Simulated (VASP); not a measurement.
# In (Im-3m) in VASP: settings compared, part 2 of 2

VASP 6.6.1. The steps go on from the part before.

**4. Single point, PBE0**

This run uses another cell than the first one, of 25.62 Å³/atom, 0.995 times its volume.

POSCAR

```
In
1.0
   -1.8570825908      1.8570825908      1.8570825908
    1.8570825908     -1.8570825908      1.8570825908
    1.8570825908      1.8570825908     -1.8570825908
In
1
Direct
    0.0000000000      0.0000000000      0.0000000000
```

INCAR.step1

```
PREC = Accurate
ENCUT = 520
EDIFF = 1E-5
ISMEAR = -1
SIGMA = 0.05
LREAL = False
LASPH = True
NELM = 80
ALGO = Normal
ISIF = 2
LWAVE = True
LCHARG = False
NBANDS = 12
GGA = PE
```

INCAR.step2

```
PREC = Accurate
ENCUT = 520
EDIFF = 1E-7
ISMEAR = -1
SIGMA = 0.05
LREAL = False
LASPH = True
NELM = 80
ALGO = Normal
ISIF = 2
LWAVE = False
LCHARG = False
GGA = PE
LHFCALC = True
AEXX = 0.25
PRECFOCK = Normal
NBANDS = 12
ISTART = 1
```

KPOINTS

```
Automatic mesh
0
Gamma
  6 6 6
```

Potentials or basis: VASP PAW PBE potentials, release 64 (In_d).

Run with:

```
$ cat potpaw_PBE.64/In_d/POTCAR > POTCAR
$ cp INCAR.step1 INCAR
$ mpirun -np 1 vasp_std > vasp.out
$ cp INCAR.step2 INCAR
$ mpirun -np 1 vasp_std > vasp.out
```

OUTCAR:

```text
PREC = Accurate
   ENCUT = 520
   EDIFF = 1E-7
   ISMEAR = -1
   LREAL = False
   LASPH = True
   NELM = 80
   ISIF = 2
   GGA = PE
   LHFCALC = True
   AEXX = 0.25
   PRECFOCK = Normal
   ISTART = 1

 ion  position               nearest neighbor table
   1  0.000  0.000  0.000-

  LATTYP: Found a body centered cubic cell.
 ALAT       =     3.7141651816

  Lattice vectors:

 A1 = (  -1.8570825908,   1.8570825908,   1.8570825908)
 A2 = (   1.8570825908,  -1.8570825908,   1.8570825908)
 A3 = (   1.8570825908,   1.8570825908,  -1.8570825908)

Analysis of symmetry for initial positions (statically):
=====================================================================
 Subroutine PRICEL returns:
 Original cell was already a primitive cell.

 Routine SETGRP: Setting up the symmetry group for a
 body centered cubic supercell.

 Subroutine GETGRP returns: Found 48 space group operations
 (whereof 48 operations were pure point group operations)
 out of a pool of 48 trial point group operations.

The static configuration has the point symmetry O_h .

Analysis of symmetry for dynamics (positions and initial velocities):
=====================================================================
 Subroutine PRICEL returns:
 Original cell was already a primitive cell.

 Routine SETGRP: Setting up the symmetry group for a
 body centered cubic supercell.

 Subroutine GETGRP returns: Found 48 space group operations
 (whereof 48 operations were pure point group operations)
 out of a pool of 48 trial point group operations.

The dynamic configuration has the point symmetry O_h .

 Subroutine INISYM returns: Found 48 space group operations
 (whereof 48 operations are pure point group operations),
 and found     1 'primitive' translations
[... 112 lines left out ...]
   ENCUT4O =  -1.0   cutoff for four orbital integrals eV
   NKREDX  =     1    reduce k-point grid by
   NKREDY  =     1    reduce k-point grid by
   NKREDZ  =     1    reduce k-point grid by
   AEXX    =    0.2500 exact exchange contribution
   HFSCREEN=    0.0000 screening length (either q_TF or 0.3 A-1)
   HFSCREENC=   0.0000 screening length for correlation (either q_TF or 0.3 A-1)
   ENCUTFOCK=  -1.0 apply spherical cutoff to Coloumb kernel
   IVDW    =     0    specifies the selected vdW correction
   LEPSILON=     F    determine dielectric tensor
   LRPA    =     F    only Hartree local field effects (RPA)
 non-spin polarized calculation
  energy-cutoff  :      520.00
  volume of cell :       25.62
 maximum number of plane-waves:       712
  NGX = 18; NGY = 18; NGZ = 18

 number of electron      12.9999991 magnetization

 Free energy of the ion-electron system (eV)
  ---------------------------------------------------
  ext. energy  EPLUGINS =         0.00000000
  ---------------------------------------------------
  free energy    TOTEN  =        -3.22220955 eV

  energy without entropy =       -3.21802321  energy(sigma->0) =       -3.22011638

 E-fermi :   7.8340     XC(G=0):  -8.1742

 val. band max:        6.7994365520   @ k =   0.5000   0.5000   0.3333
 cond. band min:       7.9313377029   @ k =  -0.3333   0.5000   0.1667
 fundamental gap:      1.1319011509
 Fermi energy:         7.8340421955

 k-point     1 :       0.0000    0.0000    0.0000
  band No.  band energies     occupation
      1      -9.4741      2.00000
      2      -9.4741      2.00000
      3      -9.4741      2.00000
      4      -9.1720      2.00000
      5      -9.1720      2.00000
      6      -3.6935      2.00000
      7      20.5378      0.00000
      8      20.5378      0.00000
      9      20.5378      0.00000
     10      21.9643      0.00000
     11      21.9643      0.00000
     12      21.9643      0.00000
[... 211 lines left out ...]
 k-point    16 :       0.5000    0.5000    0.5000
  band No.  band energies     occupation
      1      -9.5958      2.00000
      2      -9.5958      2.00000
      3      -9.0295      2.00000
      4      -9.0295      2.00000
      5      -9.0295      2.00000
      6       9.4501      0.00000
      7       9.4501      0.00000
      8       9.4501      0.00000
      9       9.6280      0.00000
     10      13.6839      0.00000
     11      13.6839      0.00000
     12      29.0635      0.00000

------------------------ aborting loop because EDIFF is reached ----------------------------------------

  FORCE on cell =-STRESS in cart. coord.  units (eV):
  Direction    XX          YY          ZZ          XY          YZ          ZX
  --------------------------------------------------------------------------------------
  -------------------------------------------------------------------------------------
  Total        0.1888911      0.1888911      0.1888911     -0.0000000     -0.0000000     -0.0000000
  in kB       11.8132216     11.8132216     11.8132216     -0.0000000     -0.0000000     -0.0000000
  external PRESSURE =      11.8132216 kB  Pullay stress =       0.0000000 kB

 VOLUME and BASIS-vectors are now :
 -----------------------------------------------------------------------------
  energy-cutoff  :      520.00
  volume of cell :       25.62
      direct lattice vectors                 reciprocal lattice vectors
    -1.857082591  1.857082591  1.857082591     0.000000000  0.269239506  0.269239506
     1.857082591 -1.857082591  1.857082591     0.269239506  0.000000000  0.269239506
     1.857082591  1.857082591 -1.857082591     0.269239506  0.269239506  0.000000000

 POSITION                                       TOTAL-FORCE (eV/Angst)
 -----------------------------------------------------------------------------------
      0.00000      0.00000      0.00000        -0.000000     -0.000000      0.000000
 -----------------------------------------------------------------------------------
    total drift:                               -0.000000      0.000000      0.000000

  FREE ENERGIE OF THE ION-ELECTRON SYSTEM (eV)
  ---------------------------------------------------
  free  energy   TOTEN  =        -3.2222095455 eV

  energy  without entropy=       -3.2180232102  energy(sigma->0) =       -3.22011638
```

OSZICAR.step1:

```text
N       E                     dE             d eps       ncg     rms          rms(c)
DAV:   1     0.789764353844E+02    0.78976E+02   -0.63702E+03   388   0.136E+03
DAV:   2     0.132239934365E+01   -0.77654E+02   -0.75327E+02   400   0.287E+02
DAV:   3    -0.250505529983E+01   -0.38275E+01   -0.38171E+01   476   0.653E+01
DAV:   4    -0.259102895141E+01   -0.85974E-01   -0.85950E-01   524   0.951E+00
DAV:   5    -0.259322145376E+01   -0.21925E-02   -0.21924E-02   500   0.139E+00    0.238E+00
DAV:   6    -0.256776417686E+01    0.25457E-01   -0.38897E-02   464   0.408E+00    0.117E+00
DAV:   7    -0.256257147945E+01    0.51927E-02   -0.12272E-02   508   0.211E+00    0.263E-01
DAV:   8    -0.256221833562E+01    0.35314E-03   -0.93373E-04   488   0.501E-01    0.263E-02
DAV:   9    -0.256222433733E+01   -0.60017E-05   -0.11450E-05   348   0.501E-02
   1 F= -.25622243E+01 E0= -.25601234E+01  d E =-.420188E-02
```

It took 15 min on 1 thread of Intel Xeon Platinum 8259CL at 2.50GHz (Skylake/Cascade Lake), shared host; peak memory 0.15 GiB.

What came out:

```
Free energy : -3.2222 eV
Pressure    : 1.2 GPa
```

Caveat: the k points lie up to 0.40 Å⁻¹ apart; the PAW data sets were made with another functional, which shifts forces and pressure a little; spin-orbit coupling is left out, which moves the levels of the heavy elements.

**5. Summary**

| level | cell | k mesh | grid for exact exchange (PRECFOCK) | gap on the mesh (eV) | pressure (GPa) |
| --- | --- | --- | --- | --- | --- |
| PBEsol | a = 3.222 Å, angles 109.5°, 1 atom | 10 × 10 × 10 | - | none | 0.0 |
| PBE0 | a = 3.194 Å, angles 109.5°, 1 atom | 6 × 6 × 6 | Normal | none | 2.2 |
| PBE0 | a = 3.217 Å, angles 109.5°, 1 atom | 6 × 6 × 6 | Normal | none | 1.2 |

Alike in all rows: task single point; potentials or basis VASP PAW PBE potentials, release 64 (In_d); no spin polarisation; cutoff (eV) 520; smearing fermi-dirac 0.05 eV.

Caveats: some runs use coarse meshes; the PAW data sets were made with another functional, which shifts forces and pressure a little; spin-orbit coupling is left out, which moves the levels of the heavy elements.

Total energies depend on the potentials used, so only differences within one code and one set of settings carry meaning.
